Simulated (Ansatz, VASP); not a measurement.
## Two plane-wave programs on Zr2N

File POSCAR:

```
Zr2N
1.0
    5.4130030000      0.0000000000      0.0000000000
    0.0000000000      5.4130030000      0.0000000000
    0.0000000000      0.0000000000      3.3077890000
Zr N
4 2
Direct
    0.2961250000      0.2961250000      0.0000000000
    0.7038750000      0.7038750000      0.0000000000
    0.7961250000      0.2038750000      0.5000000000
    0.2038750000      0.7961250000      0.5000000000
    0.0000000000      0.0000000000      0.0000000000
    0.5000000000      0.5000000000      0.5000000000
```

INCAR.step1

```
SYSTEM = Zr2N
ALGO = Normal ; EDIFF = 1E-4
ENCUT = 520 ; GGA = PE
ISMEAR = -1 ; LASPH = .True.
LCHARG = .False. ; LREAL = .False.
LWAVE = .True. ; NBANDS = 38
NELM = 100 ; PREC = Accurate
SIGMA = 0.15
```

The input INCAR.step2:

```
SYSTEM = Zr2N
ALGO = Normal ; EDIFF = 1E-6
ENCUT = 520 ; ISIF = 2
ISMEAR = -1 ; ISTART = 1
LASPH = .True. ; LCHARG = .False.
LMIXTAU = .True. ; LREAL = .False.
LWAVE = .False. ; METAGGA = R2SCAN
NBANDS = 38 ; NELM = 100
PREC = Accurate ; SIGMA = 0.15
```

The input KPOINTS:

```
k-points
0
Gamma
  3 3 4
  0 0 0
```

Input for Ansatz:

```yaml
crystal:
  lattice:
    - [5.413003, 0.0, 0.0]
    - [0.0, 5.413003, 0.0]
    - [0.0, 0.0, 3.307789]
  atoms:
    - { symbol: Zr, position: [0.29612499999999997, 0.29612499999999997, 0.0] }
    - { symbol: Zr, position: [0.703875, 0.703875, 0.0] }
    - { symbol: Zr, position: [0.7961250000000001, 0.203875, 0.5] }
    - { symbol: Zr, position: [0.203875, 0.7961250000000001, 0.5] }
    - { symbol: "N", position: [0.0, 0.0, 0.0] }
    - { symbol: "N", position: [0.5, 0.5, 0.5] }
kpoints:
  mp_grid:
    grid: [3, 3, 4]
hamiltonian:
  xc: r2scan
scf:
  n_extra_bands: 6
  occupations:
    method: fermi_dirac
    width: 0.15
output:
  stress: true
```

Alike in both runs: task single point; functional r2SCAN; k mesh 3 × 3 × 4; occupations fermi-dirac, width 0.15 eV; no spin polarisation.

```csv
,VASP,Ansatz
version,VASP 6.6.1,Ansatz 0.2.0
potentials or method,"VASP PAW PBE potentials, release 64 (Zr_sv, N)","plane waves, PAW"
plane-wave cutoff (eV),520,500
valence electrons in the cell,58,58
```

```tsv
	VASP	Ansatz	Ansatz less VASP
pressure (GPa)	-0.1	-0.2	-0.14
traceless stress, the component that is largest in VASP (GPa)	0.14	0.12	-0.018
```

VASP's potentials were made for PBE, not for r2SCAN.

The k mesh is coarse, so the values compare programs but aren't converged.
